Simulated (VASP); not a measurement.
# BaTe (Pm-3m) in VASP: single point with PBE

Aim: the single point of BaTe with PBE.

Everything below comes from runs of VASP 6.6.1. Logs are shortened: lines on timing, memory, paths and dates and some standing lists are left out, and cuts for length are marked.

## 1. The cell of the first run

Symmetry: Pm-3m, No. 221, cubic system. The conventional cell has a = 4.262 Å, b = 4.262 Å, c = 4.262 Å, α = 90.00°, β = 90.00°, γ = 90.00°. Within 4.8 Å of Ba (site symmetry m-3m) lie 8 Te at 3.69 Å and 6 Ba at 4.26 Å. Within 4.8 Å of Te (site symmetry m-3m) lie 8 Ba at 3.69 Å and 6 Te at 4.26 Å.

## 2. Single point, PBE

Input file INCAR:

```
SYSTEM = BaTe
PREC = Accurate
ENCUT = 500
EDIFF = 1E-6
ISMEAR = 0
SIGMA = 0.01
LREAL = .FALSE.
LASPH = .TRUE.
NELM = 120
ALGO = Normal
ISIF = 2
LWAVE = .FALSE.
LCHARG = .FALSE.
GGA = PE
NBANDS = 15
GGA_COMPAT = .FALSE.
```

Input file KPOINTS:

```
Automatic mesh
0
G
  3 3 3
  0 0 0
```

Input file POSCAR:

```
BaTe
1.0
    4.2624660000      0.0000000000      0.0000000000
    0.0000000000      4.2624660000      0.0000000000
    0.0000000000      0.0000000000      4.2624660000
Ba Te
1 1
Direct
    0.0000000000      0.0000000000      0.0000000000
    0.5000000000      0.5000000000      0.5000000000
```

Potentials or basis: VASP PAW PBE potentials, release 64 (Ba_sv, Te).

Command:

```console
> cat potpaw_PBE.64/Ba_sv/POTCAR potpaw_PBE.64/Te/POTCAR > POTCAR
> mpirun -np 1 vasp_std > vasp.out
```

OUTCAR:

```text
SYSTEM = BaTe
   PREC = Accurate
   ENCUT = 500
   EDIFF = 1E-6
   ISMEAR = 0
   LREAL = .FALSE.
   LASPH = .TRUE.
   NELM = 120
   ISIF = 2
   GGA = PE

 ion  position               nearest neighbor table
   1  0.000  0.000  0.000-   2 3.69   2 3.69   2 3.69   2 3.69   2 3.69   2 3.69   2 3.69   2 3.69

   2  0.500  0.500  0.500-   1 3.69   1 3.69   1 3.69   1 3.69   1 3.69   1 3.69   1 3.69   1 3.69

  LATTYP: Found a simple cubic cell.
 ALAT       =     4.2624660000

  Lattice vectors:

 A1 = (   4.2624660000,   0.0000000000,   0.0000000000)
 A2 = (   0.0000000000,   4.2624660000,   0.0000000000)
 A3 = (   0.0000000000,   0.0000000000,   4.2624660000)

Analysis of symmetry for initial positions (statically):
=====================================================================
 Subroutine PRICEL returns:
 Original cell was already a primitive cell.

 Routine SETGRP: Setting up the symmetry group for a
 simple cubic supercell.

 Subroutine GETGRP returns: Found 48 space group operations
 (whereof 48 operations were pure point group operations)
 out of a pool of 48 trial point group operations.

The static configuration has the point symmetry O_h .

Analysis of symmetry for dynamics (positions and initial velocities):
=====================================================================
 Subroutine PRICEL returns:
 Original cell was already a primitive cell.

 Routine SETGRP: Setting up the symmetry group for a
 simple cubic supercell.

 Subroutine GETGRP returns: Found 48 space group operations
 (whereof 48 operations were pure point group operations)
 out of a pool of 48 trial point group operations.

The dynamic configuration has the point symmetry O_h .

 Subroutine INISYM returns: Found 48 space group operations
 (whereof 48 operations are pure point group operations),
 and found     1 'primitive' translations

----------------------------------------------------------------------------------------

                                     Primitive cell

  volume of cell :      77.4431

  direct lattice vectors                    reciprocal lattice vectors
     4.262466000  0.000000000  0.000000000     0.234605977  0.000000000  0.000000000
     0.000000000  4.262466000  0.000000000     0.000000000  0.234605977  0.000000000
     0.000000000  0.000000000  4.262466000     0.000000000  0.000000000  0.234605977

  length of vectors
     4.262466000  4.262466000  4.262466000     0.234605977  0.234605977  0.234605977

  position of ions in fractional coordinates (direct lattice)
     0.000000000  0.000000000  0.000000000
     0.500000000  0.500000000  0.500000000

  ion indices of the primitive-cell ions
   primitive index   ion index
                 1           1
[... 66 lines left out ...]
   EFERMI =   0.00;   METHOD = LEGACY
   ISMEAR =     0;   SIGMA  =   0.01  broadening in eV -4-tet -1-fermi 0-gaus
   EFERMI_NEDOS =   21; number of points for ismear=-14 and -15
   IALGO  =     38    algorithm
   IMIX   =      4    mixing-type and parameters
     AMIX     =   0.40;   BMIX     =  1.00
     AMIX_MAG =   1.60;   BMIX_MAG =  1.00
  volume/ion in A,a.u.               =      38.72       261.31
  Fermi-wavevector in a.u.,A,eV,Ry     =   0.967804  1.828884 12.743813  0.936644
  Thomas-Fermi vector in A             =   2.097720
   LORBIT       =      0    0 simple, 1 ext, 2 COOP (PROOUT), +10 PAW based schemes
   GGA     = PE    functional components
   LHFCALC =     F    Hartree Fock is set to
   AEXX    =    0.0000 exact exchange contribution
   IVDW    =     0    specifies the selected vdW correction
   LEPSILON=     F    determine dielectric tensor
   LRPA    =     F    only Hartree local field effects (RPA)
 non-spin polarized calculation
 Gauss-broadening in eV      SIGMA  =   0.01
  energy-cutoff  :      500.00
  volume of cell :       77.44
 maximum number of plane-waves:      1971
 NGX is ok and might be reduce to    32
   NGX = 15   NGY = 15   NGZ = 15

 number of electron      16.0000000 magnetization

 Free energy of the ion-electron system (eV)
  ---------------------------------------------------
  ext. energy  EPLUGINS =         0.00000000
  ---------------------------------------------------
  free energy    TOTEN  =        -8.16485510 eV

  energy without entropy =       -8.16485510  energy(sigma->0) =       -8.16485510

 E-fermi :   3.5229     XC(G=0):  -8.7686

 val. band max:        3.4721291211   @ k =   0.0000   0.0000   0.0000
 cond. band min:       4.6033767462   @ k =   0.0000   0.0000   0.0000
 fundamental gap:      1.1312476251
 Fermi energy:         3.5229178746

 k-point     1 :       0.0000    0.0000    0.0000
  band No.  band energies     occupation
      1     -24.3361      2.00000
      2      -9.3686      2.00000
      3      -9.3686      2.00000
      4      -9.3686      2.00000
      5      -6.5070      2.00000
      6       3.4721      2.00000
      7       3.4721      2.00000
      8       3.4721      2.00000
      9       4.6034      0.00000
     10       4.6034      0.00000
     11       6.1965      0.00000
     12       8.3334      0.00000
     13       8.3334      0.00000
     14       8.3334      0.00000
[... 41 lines left out ...]
      2      -9.6225      2.00000
      3      -9.5771      2.00000
      4      -9.5771      2.00000
      5      -5.7789      2.00000
      6       1.4783      2.00000
      7       1.4783      2.00000
      8       1.9467      2.00000
      9       6.5803      0.00000
     10       7.1018      0.00000
     11       7.1018      0.00000
     12       9.3837      0.00000
     13       9.3837      0.00000
     14       9.5247      0.00000
     15      12.0945      0.00000

------------------------ aborting loop because EDIFF is reached ----------------------------------------

  FORCE on cell =-STRESS in cart. coord.  units (eV):
  Direction    XX          YY          ZZ          XY          YZ          ZX
  --------------------------------------------------------------------------------------
  -------------------------------------------------------------------------------------
  Total        0.1978930      0.1978930      0.1978930      0.0000000     -0.0000000      0.0000000
  in kB        4.0940978      4.0940978      4.0940978      0.0000000     -0.0000000      0.0000000
  external PRESSURE =       4.0940978 kB  Pullay stress =       0.0000000 kB

 VOLUME and BASIS-vectors are now :
 -----------------------------------------------------------------------------
  energy-cutoff  :      500.00
  volume of cell :       77.44
      direct lattice vectors                 reciprocal lattice vectors
     4.262466000  0.000000000  0.000000000     0.234605977  0.000000000  0.000000000
     0.000000000  4.262466000  0.000000000     0.000000000  0.234605977  0.000000000
     0.000000000  0.000000000  4.262466000     0.000000000  0.000000000  0.234605977

 POSITION                                       TOTAL-FORCE (eV/Angst)
 -----------------------------------------------------------------------------------
      0.00000      0.00000      0.00000         0.000000      0.000000      0.000000
      2.13123      2.13123      2.13123         0.000000      0.000000      0.000000
 -----------------------------------------------------------------------------------
    total drift:                                0.000000      0.000000     -0.000000

  FREE ENERGIE OF THE ION-ELECTRON SYSTEM (eV)
  ---------------------------------------------------
  free  energy   TOTEN  =        -8.1648550959 eV

  energy  without entropy=       -8.1648550959  energy(sigma->0) =       -8.16485510
```

OSZICAR:

```text
N       E                     dE             d eps       ncg     rms          rms(c)
DAV:   1     0.794824162115E+02    0.79482E+02   -0.64294E+03   120   0.878E+02
DAV:   2    -0.354931116078E+01   -0.83032E+02   -0.76159E+02   155   0.151E+02
DAV:   3    -0.818522400647E+01   -0.46359E+01   -0.45991E+01   162   0.393E+01
DAV:   4    -0.828106744203E+01   -0.95843E-01   -0.95815E-01   127   0.610E+00
DAV:   5    -0.828438475043E+01   -0.33173E-02   -0.33173E-02   185   0.105E+00    0.360E+00
DAV:   6    -0.816256943284E+01    0.12182E+00   -0.11650E-01   141   0.197E+00    0.229E+00
DAV:   7    -0.815946116959E+01    0.31083E-02   -0.11528E-01   155   0.202E+00    0.811E-01
DAV:   8    -0.816491284147E+01   -0.54517E-02   -0.24014E-02   120   0.895E-01    0.223E-01
DAV:   9    -0.816460109812E+01    0.31174E-03   -0.12771E-03   134   0.208E-01    0.111E-01
DAV:  10    -0.816485443881E+01   -0.25334E-03   -0.53465E-04   120   0.168E-01    0.346E-02
DAV:  11    -0.816485520121E+01   -0.76240E-06   -0.49598E-05   162   0.378E-02    0.263E-02
DAV:  12    -0.816485509591E+01    0.10531E-06   -0.29088E-06   120   0.974E-03
   1 F= -.81648551E+01 E0= -.81648551E+01  d E =-.393158E-14
```

stdout:

```text
POSCAR found type information on POSCAR BaTe
 POSCAR found :  2 types and       2 ions
 scaLAPACK will be used
 LDA part: xc-table for (Slater+PW92), standard interpolation
 POSCAR, INCAR and KPOINTS ok, starting setup
 FFT: planning ... GRIDC
 FFT: planning ... GRID_SOFT
 FFT: planning ... GRID
 WAVECAR not read
 entering main loop
```

Run time: 7.7 s. Hardware: 1 thread of Intel Xeon Platinum 8375C at 2.90GHz (Ice Lake), shared host; peak memory 0.17 GiB.

What came out:

| Property | Result |
| --- | --- |
| Free energy | -8.1649 eV |
| Pressure | 0.4 GPa |
| Band gap on the k mesh | 1.13 eV, direct |

Levels at points of the mesh, in eV from the valence-band top:
```
           k point  band 4  band 5  band 6  band 7  band 8  band 9  band 10  band 11  band 12  band 13
(0.00, 0.00, 0.00)  -12.84   -9.98    0.00    0.00    0.00    1.13     1.13     2.72     4.86     4.86
```

Caveat: the k points lie up to 0.49 Å⁻¹ apart; spin-orbit coupling is left out, which moves the levels of the heavy elements. As with any semilocal functional, this PBE gap is likely too small.
